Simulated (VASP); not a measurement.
# BaRe3Pb (C2/m) in VASP: a series of runs

BaRe3Pb is run at these levels: r2SCAN; tasks: single point.

Program: VASP 6.6.1. These are calculated values, not measurements. Logs are shortened: lines on timing, memory, paths and dates and some standing lists are left out, and cuts for length are marked.

## 1. The cell of the first run

It takes space group C2/m (No. 12, monoclinic). Conventional cell: a = 9.175 Å, b = 9.121 Å, c = 6.466 Å, α = 90.00°, β = 134.65°, γ = 90.00°. Within 3.1 Å of Re (site symmetry 2) lie 2 Pb at 2.31 Å and 2 Ba at 3.06 Å. Re (site symmetry m) has 2 Pb at 2.31 Å and 1 Ba at 2.91 Å within 3.1 Å. Within 3.1 Å of Re (site symmetry 2) lie 2 Pb at 2.32 Å and 2 Ba at 3.01 Å. Ba (site symmetry m) has 12 Re at 2.91 to 3.62 Å within 3.8 Å. Within 3.1 Å of Pb (site symmetry -1) lie 6 Re at 2.31 to 2.32 Å.

## 2. Single point, r2SCAN

Contents of POSCAR:

```
BaRe3Pb
1.0
    0.0439145600      4.5606966700      4.5875308800
    0.0439145600     -4.5606966700      4.5875308800
    4.5565767800      0.0000000000     -4.5875308800
Re Ba Pb
6 2 2
Direct
    0.7235000000      0.2765000000      0.0000000000
    0.2765000000      0.7235000000      0.0000000000
    0.1926000000      0.1926000000      0.4476000000
    0.8074000000      0.8074000000      0.5524000000
    0.2850000000      0.7150000000      0.5000000000
    0.7150000000      0.2850000000      0.5000000000
    0.2532000000      0.2532000000      0.0042000000
    0.7468000000      0.7468000000      0.9958000000
    0.5000000000      0.0000000000      0.5000000000
    0.0000000000      0.5000000000      0.5000000000
```

Contents of INCAR.step1:

```
SYSTEM = BaRe3Pb
  PREC = Accurate
  ENCUT = 520
  ISMEAR = 1
  SIGMA = 0.0343
  LREAL = .False.
  LASPH = .True.
  NELM = 100
  NBANDS = 56
  GGA = PE
  ALGO = Normal
  EDIFF = 1E-4
  LWAVE = .True.
  LCHARG = .False.
```

Contents of INCAR.step2:

```
SYSTEM = BaRe3Pb
  PREC = Accurate
  ENCUT = 520
  EDIFF = 1E-7
  ISMEAR = 1
  SIGMA = 0.0343
  LREAL = .False.
  LASPH = .True.
  NELM = 100
  ALGO = Normal
  ISIF = 2
  LWAVE = .False.
  LCHARG = .False.
  METAGGA = R2SCAN
  LMIXTAU = .True.
  NBANDS = 56
  ISTART = 1
```

Contents of KPOINTS:

```
regular mesh
0
Gamma
  4 4 4
  0 0 0
```

Potentials or basis: VASP PAW PBE potentials, release 64 (Re, Ba_sv, Pb_d).

On the command line:

```
$ cat potpaw_PBE.64/Re/POTCAR potpaw_PBE.64/Ba_sv/POTCAR potpaw_PBE.64/Pb_d/POTCAR > POTCAR
$ cp INCAR.step1 INCAR
$ mpirun -np 1 vasp_std > vasp.out
$ cp INCAR.step2 INCAR
$ mpirun -np 1 vasp_std > vasp.out
```

OUTCAR:

```text
SYSTEM = BaRe3Pb
   PREC = Accurate
   ENCUT = 520
   EDIFF = 1E-7
   ISMEAR = 1
   LREAL = .False.
   LASPH = .True.
   NELM = 100
   ISIF = 2
   METAGGA = R2SCAN
   ISTART = 1

 ion  position               nearest neighbor table
   1  0.724  0.276  0.000-  10 2.31   9 2.31   7 3.06   8 3.06   6 3.23   6 3.23   3 3.27   4 3.27
                             4 3.27   3 3.27   5 3.31   5 3.31   7 3.42   8 3.42
   2  0.276  0.724  0.000-   9 2.31  10 2.31   7 3.06   8 3.06   5 3.23   5 3.23   3 3.27   4 3.27
                             4 3.27   3 3.27   6 3.31   6 3.31   8 3.42   7 3.42
   3  0.193  0.193  0.448-   9 2.31  10 2.31   8 2.91   7 3.23   6 3.25   5 3.25   2 3.27   1 3.27
                             2 3.27   1 3.27   7 3.28   5 3.29   6 3.29   8 3.62
   4  0.807  0.807  0.552-   9 2.31  10 2.31   7 2.91   8 3.23   6 3.25   5 3.25   1 3.27   2 3.27
                             1 3.27   2 3.27   8 3.28   6 3.29   5 3.29   7 3.62
   5  0.285  0.715  0.500-   9 2.32  10 2.32   7 3.01   8 3.01   2 3.23   2 3.23   4 3.25   3 3.25
                             3 3.29   4 3.29   1 3.31   1 3.31   7 3.48   8 3.48
   6  0.715  0.285  0.500-   9 2.32  10 2.32   7 3.01   8 3.01   1 3.23   1 3.23   4 3.25   3 3.25
                             3 3.29   4 3.29   2 3.31   2 3.31   8 3.48   7 3.48
   7  0.253  0.253  0.004-   4 2.91   5 3.01   6 3.01   2 3.06   1 3.06   3 3.23   3 3.28   2 3.42
                             1 3.42   5 3.48   6 3.48   4 3.62  10 3.95   9 3.95   9 3.96  10 3.96
   8  0.747  0.747  0.996-   3 2.91   5 3.01   6 3.01   2 3.06   1 3.06   4 3.23   4 3.28   1 3.42
                             2 3.42   5 3.48   6 3.48   3 3.62  10 3.95   9 3.95  10 3.96   9 3.96
   9  0.500  0.000  0.500-   3 2.31   4 2.31   1 2.31   2 2.31   6 2.32   5 2.32   8 3.95   7 3.95
                             7 3.96   8 3.96   8 3.96   7 3.96   7 4.00   8 4.00
  10  0.000  0.500  0.500-   3 2.31   4 2.31   2 2.31   1 2.31   6 2.32   5 2.32   8 3.95   7 3.95
                             7 3.96   8 3.96   8 3.96   7 3.96   8 4.00   7 4.00

  LATTYP: Found a base centered monoclinic cell.
 ALAT       =     9.1754821265
 B/A-ratio  =     0.9941050742
 C/A-ratio  =     0.7046929515
 COS(beta)  =    -0.7027182845

  Lattice vectors:

 A1 = (   0.0439145600,   4.5606966700,   4.5875308800)
 A2 = (   0.0439145600,  -4.5606966700,   4.5875308800)
 A3 = (   4.5565767800,   0.0000000000,  -4.5875308800)

Analysis of symmetry for initial positions (statically):
=====================================================================
 Subroutine PRICEL returns:
 Original cell was already a primitive cell.

 Routine SETGRP: Setting up the symmetry group for a
 base centered monoclinic supercell.

 Subroutine GETGRP returns: Found  4 space group operations
 (whereof  4 operations were pure point group operations)
 out of a pool of  4 trial point group operations.

The static configuration has the point symmetry C_2h.

[... 143 lines left out ...]
   EFERMI_NEDOS =   21; number of points for ismear=-14 and -15
   IALGO  =     38    algorithm
   IMIX   =      4    mixing-type and parameters
     AMIX     =   0.40;   BMIX     =  1.00
     AMIX_MAG =   1.60;   BMIX_MAG =  1.00
  volume/ion in A,a.u.               =      19.25       129.91
  Fermi-wavevector in a.u.,A,eV,Ry     =   1.270596  2.401079 21.965444  1.614415
  Thomas-Fermi vector in A             =   2.403575
   LORBIT       =      0    0 simple, 1 ext, 2 COOP (PROOUT), +10 PAW based schemes
   METAGGA = R2SCAN    functional components
   LHFCALC =     F    Hartree Fock is set to
   AEXX    =    0.0000 exact exchange contribution
   IVDW    =     0    specifies the selected vdW correction
   LEPSILON=     F    determine dielectric tensor
   LRPA    =     F    only Hartree local field effects (RPA)
 non-spin polarized calculation
 Methfessel and Paxton  Order N= 1 SIGMA  =   0.03
  energy-cutoff  :      520.00
  volume of cell :      192.51
 maximum number of plane-waves:      5198
   NGX = 25   NGY = 25   NGZ = 25

 number of electron      90.0000000 magnetization

 Free energy of the ion-electron system (eV)
  ---------------------------------------------------
  ext. energy  EPLUGINS =         0.00000000
  ---------------------------------------------------
  free energy    TOTEN  =      -442.37950387 eV

  energy without entropy =     -442.37877930  energy(sigma->0) =     -442.37926234

 E-fermi :   6.9794     XC(G=0): -13.0538

 val. band max:        6.9767865433   @ k =   0.5000   0.0000  -0.0000
 cond. band min:       6.9798925674   @ k =   0.5000   0.0000   0.5000
 fundamental gap:      0.0031060241
 Fermi energy:         6.9794186354

 k-point     1 :       0.0000    0.0000    0.0000
  band No.  band energies     occupation
      1     -20.2165      2.00000
      2     -20.1667      2.00000
      3     -12.4686      2.00000
      4     -12.4541      2.00000
      5     -11.7591      2.00000
      6     -11.7006      2.00000
[... 1405 lines left out ...]
     55       9.3117      0.00000
     56       9.5512      0.00000

------------------------ aborting loop because EDIFF is reached ----------------------------------------

  FORCE on cell =-STRESS in cart. coord.  units (eV):
  Direction    XX          YY          ZZ          XY          YZ          ZX
  --------------------------------------------------------------------------------------
  -------------------------------------------------------------------------------------
  Total       73.7613278     67.5514778     70.2967496      0.0000000      0.0000000      1.0811695
  in kB      613.8961450    562.2131953    585.0613713      0.0000000      0.0000000      8.9982892
  external PRESSURE =     587.0569039 kB  Pullay stress =       0.0000000 kB

 VOLUME and BASIS-vectors are now :
 -----------------------------------------------------------------------------
  energy-cutoff  :      520.00
  volume of cell :      192.51
      direct lattice vectors                 reciprocal lattice vectors
     0.043914560  4.560696670  4.587530880     0.108684043  0.109632373  0.107950704
     0.043914560 -4.560696670  4.587530880     0.108684043 -0.109632373  0.107950704
     4.556576780  0.000000000 -4.587530880     0.217368087  0.000000000 -0.002080776

 POSITION                                       TOTAL-FORCE (eV/Angst)
 -----------------------------------------------------------------------------------
      0.04391      2.03863      4.58753        -0.000000     -0.483514     -0.000000
      0.04391     -2.03863      4.58753        -0.000000      0.483514     -0.000000
      2.05644      0.00000     -0.28626        -0.608486     -0.000000     -0.903150
      2.58797      0.00000      4.87379         0.608486     -0.000000      0.903150
      2.32220     -1.96110      2.29377        -0.000000      1.121481     -0.000000
      2.32220      1.96110      2.29377        -0.000000     -1.121481     -0.000000
      0.04138      0.00000      2.30386        -0.529693     -0.000000     -0.322290
      4.60303      0.00000      2.28367         0.529693     -0.000000      0.322290
      2.30025      2.28035      0.00000        -0.000000      0.000000     -0.000000
      2.30025     -2.28035      0.00000        -0.000000     -0.000000     -0.000000
 -----------------------------------------------------------------------------------
    total drift:                               -0.000000     -0.000000      0.000000

  FREE ENERGIE OF THE ION-ELECTRON SYSTEM (eV)
  ---------------------------------------------------
  free  energy   TOTEN  =      -442.3795038663 eV

  energy  without entropy=     -442.3787793018  energy(sigma->0) =     -442.37926234
```

OUTCAR.step1:

```text
SYSTEM = BaRe3Pb
   PREC = Accurate
   ENCUT = 520
   ISMEAR = 1
   LREAL = .False.
   LASPH = .True.
   NELM = 100
[... 1677 lines left out ...]
      4.60303      0.00000      2.28367         0.517207     -0.000000      0.285088
      2.30025      2.28035      0.00000        -0.000000     -0.000000      0.000000
      2.30025     -2.28035      0.00000         0.000000     -0.000000      0.000000
 -----------------------------------------------------------------------------------
    total drift:                               -0.000000     -0.000000      0.000000

  FREE ENERGIE OF THE ION-ELECTRON SYSTEM (eV)
  ---------------------------------------------------
  free  energy   TOTEN  =       -47.8668036220 eV

  energy  without entropy=      -47.8658804596  energy(sigma->0) =      -47.86649590
```

OSZICAR.step1:

```text
N       E                     dE             d eps       ncg     rms          rms(c)
DAV:   1     0.146180392847E+04    0.14618E+04   -0.35304E+04  4400   0.195E+03
DAV:   2     0.203952799570E+03   -0.12579E+04   -0.11929E+04  5024   0.128E+03
DAV:   3    -0.116951592197E+02   -0.21565E+03   -0.20418E+03  5200   0.620E+02
DAV:   4    -0.423957168001E+02   -0.30701E+02   -0.27577E+02  5032   0.219E+02
DAV:   5    -0.493687039328E+02   -0.69730E+01   -0.63475E+01  5360   0.582E+01    0.660E+01
DAV:   6    -0.474097156248E+02    0.19590E+01   -0.32814E+01  5376   0.432E+01    0.252E+01
DAV:   7    -0.491972082382E+02   -0.17875E+01   -0.15609E+01  5320   0.352E+01    0.151E+01
DAV:   8    -0.477982265166E+02    0.13990E+01   -0.83328E+00  5264   0.280E+01    0.838E+00
DAV:   9    -0.479146050919E+02   -0.11638E+00   -0.17382E+00  5376   0.995E+00    0.309E+00
DAV:  10    -0.478632576849E+02    0.51347E-01   -0.75583E-01  5312   0.814E+00    0.112E+00
DAV:  11    -0.478640500698E+02   -0.79238E-03   -0.13492E-01  5072   0.279E+00    0.690E-01
DAV:  12    -0.478658766311E+02   -0.18266E-02   -0.43917E-02  5040   0.133E+00    0.240E-01
DAV:  13    -0.478663178006E+02   -0.44117E-03   -0.12761E-02  3392   0.759E-01    0.173E-01
DAV:  14    -0.478666671345E+02   -0.34933E-03   -0.40869E-03  2928   0.402E-01    0.118E-01
DAV:  15    -0.478667488121E+02   -0.81678E-04   -0.15153E-03  2736   0.279E-01    0.884E-02
DAV:  16    -0.478668036220E+02   -0.54810E-04   -0.65748E-04  2784   0.202E-01
   1 F= -.47866804E+02 E0= -.47866496E+02  d E =-.923162E-03
```

Wall time 30 min (1 thread of AMD EPYC 7R43 (Zen 3), shared host); peak memory 0.45 GiB.

What came out:

| Property | Result |
| --- | --- |
| Free energy | -442.3795 eV |
| Pressure | 58.7 GPa |
| Largest force | 1.121 eV/Å |
| Band gap on the k mesh | zero (band 45 reaches 7.69 eV, above the bottom of band 46 at 6.71 eV) |

Forces on the atoms (eV/Å):
```
Re   0.000 -0.484  0.000
Re   0.000  0.484  0.000
Re  -0.608  0.000 -0.903
Re   0.608  0.000  0.903
Re   0.000  1.121  0.000
Re   0.000 -1.121  0.000
Ba  -0.530  0.000 -0.322
Ba   0.530  0.000  0.322
Pb   0.000  0.000  0.000
Pb   0.000  0.000  0.000
```

Stress tensor (GPa, compression positive):
```
61.39  0.00  0.90
 0.00 56.22  0.00
 0.90  0.00 58.51
```

Caveat: the PAW data sets were made with another functional, which shifts forces and pressure a little; spin-orbit coupling is left out, which moves the levels of the heavy elements.

## 3. Single point, r2SCAN

POSCAR is that of step 2.

Contents of INCAR.step1:

```
  ALGO = Normal
  EDIFF = 1E-4
  ENCUT = 520
  GGA = PE
  ISMEAR = 1
  LASPH = True
  LCHARG = False
  LREAL = False
  LWAVE = True
  NBANDS = 56
  NELM = 100
  PREC = Accurate
  SIGMA = 0.0343
```

Contents of INCAR.step2:

```
  ALGO = Normal
  EDIFF = 1E-7
  ENCUT = 520
  ISIF = 2
  ISMEAR = 1
  ISTART = 1
  LASPH = True
  LCHARG = True
  LELF = True
  LMIXTAU = True
  LREAL = False
  LVHAR = True
  LWAVE = False
  METAGGA = R2SCAN
  NBANDS = 56
  NELM = 100
  PREC = Accurate
  SIGMA = 0.0343
```

Contents of KPOINTS:

```
k-points
0
Gamma
  4 4 4
```

Potentials or basis: VASP PAW PBE potentials, release 64 (Re, Ba_sv, Pb_d).

On the command line:

```
$ cat potpaw_PBE.64/Re/POTCAR potpaw_PBE.64/Ba_sv/POTCAR potpaw_PBE.64/Pb_d/POTCAR > POTCAR
$ cp INCAR.step1 INCAR
$ mpirun -np 1 vasp_std > vasp.out
$ cp INCAR.step2 INCAR
$ mpirun -np 1 vasp_std > vasp.out
```

OUTCAR:

```text
EDIFF = 1E-7
   ENCUT = 520
   ISIF = 2
   ISMEAR = 1
   ISTART = 1
   LASPH = True
   LREAL = False
   METAGGA = R2SCAN
   NELM = 100
   PREC = Accurate

 ion  position               nearest neighbor table
   1  0.724  0.276  0.000-  10 2.31   9 2.31   7 3.06   8 3.06   6 3.23   6 3.23   3 3.27   4 3.27
                             4 3.27   3 3.27   5 3.31   5 3.31   7 3.42   8 3.42
   2  0.276  0.724  0.000-   9 2.31  10 2.31   7 3.06   8 3.06   5 3.23   5 3.23   3 3.27   4 3.27
                             4 3.27   3 3.27   6 3.31   6 3.31   8 3.42   7 3.42
[... 1648 lines left out ...]
  in kB      613.8961450    562.2131953    585.0613713      0.0000000      0.0000000      8.9982892
  external PRESSURE =     587.0569039 kB  Pullay stress =       0.0000000 kB

 VOLUME and BASIS-vectors are now :
 -----------------------------------------------------------------------------
  energy-cutoff  :      520.00
  volume of cell :      192.51
      direct lattice vectors                 reciprocal lattice vectors
     0.043914560  4.560696670  4.587530880     0.108684043  0.109632373  0.107950704
     0.043914560 -4.560696670  4.587530880     0.108684043 -0.109632373  0.107950704
     4.556576780  0.000000000 -4.587530880     0.217368087  0.000000000 -0.002080776

 POSITION                                       TOTAL-FORCE (eV/Angst)
 -----------------------------------------------------------------------------------
      0.04391      2.03863      4.58753        -0.000000     -0.483514     -0.000000
      0.04391     -2.03863      4.58753        -0.000000      0.483514     -0.000000
      2.05644      0.00000     -0.28626        -0.608486     -0.000000     -0.903150
      2.58797      0.00000      4.87379         0.608486     -0.000000      0.903150
      2.32220     -1.96110      2.29377        -0.000000      1.121481     -0.000000
      2.32220      1.96110      2.29377        -0.000000     -1.121481     -0.000000
      0.04138      0.00000      2.30386        -0.529693     -0.000000     -0.322290
      4.60303      0.00000      2.28367         0.529693     -0.000000      0.322290
      2.30025      2.28035      0.00000        -0.000000      0.000000     -0.000000
      2.30025     -2.28035      0.00000        -0.000000     -0.000000     -0.000000
 -----------------------------------------------------------------------------------
    total drift:                               -0.000000     -0.000000      0.000000

  FREE ENERGIE OF THE ION-ELECTRON SYSTEM (eV)
  ---------------------------------------------------
  free  energy   TOTEN  =      -442.3795038663 eV

  energy  without entropy=     -442.3787793018  energy(sigma->0) =     -442.37926234
```

It took 31 min on 1 thread of AMD EPYC 7R13 (Zen 3), shared host; peak memory 0.47 GiB.

Results:

```
Free energy            : -442.3795 eV
Pressure               : 58.7 GPa
Largest force          : 1.121 eV/Å
Band gap on the k mesh : zero (band 45 reaches 7.69 eV, above the bottom of band 46 at 6.71 eV)
```

Forces in eV/Å, atoms in the order of the input:
```
Re   0.000 -0.484  0.000
Re   0.000  0.484  0.000
Re  -0.608  0.000 -0.903
Re   0.608  0.000  0.903
Re   0.000  1.121  0.000
Re   0.000 -1.121  0.000
Ba  -0.530  0.000 -0.322
Ba   0.530  0.000  0.322
Pb   0.000  0.000  0.000
Pb   0.000  0.000  0.000
```

Levels at points of the mesh, in eV from the Fermi level:
```csv
k point,band 43,band 44,band 45,band 46,band 47,band 48
"(0.00, 0.00, 0.00)",-0.01,0.65,0.71,0.84,1.27,1.33
"(0.50, 0.00, 0.00)",-0.41,-0.35,-0.20,0.00,0.00,0.22
"(0.50, 0.50, 0.00)",-0.46,-0.02,0.01,0.14,0.15,0.30
"(0.00, 0.00, 0.50)",-0.33,-0.30,-0.12,0.01,0.15,0.20
"(0.50, 0.00, 0.50)",-0.47,-0.43,-0.30,-0.27,-0.01,0.00
"(0.50, 0.50, 0.50)",-0.38,-0.30,-0.15,0.09,0.16,0.28
```

Caveat: the PAW data sets were made with another functional, which shifts forces and pressure a little; spin-orbit coupling is left out, which moves the levels of the heavy elements.
